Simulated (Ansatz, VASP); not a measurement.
Ga: VASP beside Ansatz

Contents of INCAR:

```
SYSTEM = Ga
PREC = Accurate
ENCUT = 520
EDIFF = 1E-7
ISMEAR = 0
SIGMA = 0.15
LREAL = .FALSE.
LASPH = .TRUE.
NELM = 60
ALGO = Fast
ISIF = 2
LWAVE = .FALSE.
LCHARG = .FALSE.
GGA = PS
NBANDS = 12
```

File KPOINTS:

```
Automatic mesh
0
G
  24 24 24
  0 0 0
```

File POSCAR:

```
Ga
1.0
   -1.4250600000      1.4250600000      2.1621300000
    1.4250600000     -1.4250600000      2.1621300000
    1.4250600000      1.4250600000     -2.1621300000
Ga
1
Direct
    0.0000000000      0.0000000000      0.0000000000
```

Input for Ansatz:

```yaml
crystal:
  lattice:
    - [-1.42506, 1.42506, 2.16213]
    - [1.42506, -1.42506, 2.16213]
    - [1.42506, 1.42506, -2.16213]
  atoms:
    - { symbol: Ga, position: [0.0, 0.0, 0.0] }
basis:
  ecutwfc: 420
kpoints:
  mp_grid: { grid: [24, 24, 24] }
hamiltonian:
  xc: pbesol
scf:
  occupations: { method: gaussian, width: 0.15 }
output:
  forces: true
  stress: true
  eigenvalues: true
```

Change from the starting cell: strain +0.015 along x and y, -0.030 along z, atoms carried along.

Alike in both runs: task single point; functional PBEsol; k mesh 24 × 24 × 24; occupations gaussian, width 0.15 eV; no spin polarisation.

```csv
,VASP,Ansatz
version,VASP 6.6.1,Ansatz 0.2.0
potentials or method,"VASP PAW PBE potentials, release 64 (Ga_d), cutoff 520 eV","scalar-relativistic, plane waves, PAW"
valence electrons in the cell,13,13
```

Ansatz gave:

| Property | Result |
| --- | --- |
| gap on the k mesh at the Fermi level (eV) | none |
| pressure (GPa) | 0.5 |
| traceless stress, the component that is largest in VASP (GPa) | 0.09 |

Question: What did VASP give for the same quantities?

Answer: gap on the k mesh at the Fermi level (eV): none; pressure (GPa): 0.5; traceless stress, the component that is largest in VASP (GPa): 0.08.

VASP's potentials were made for PBE, not for PBEsol. A gap of «none» marks a metal or a gap that the smearing closes.
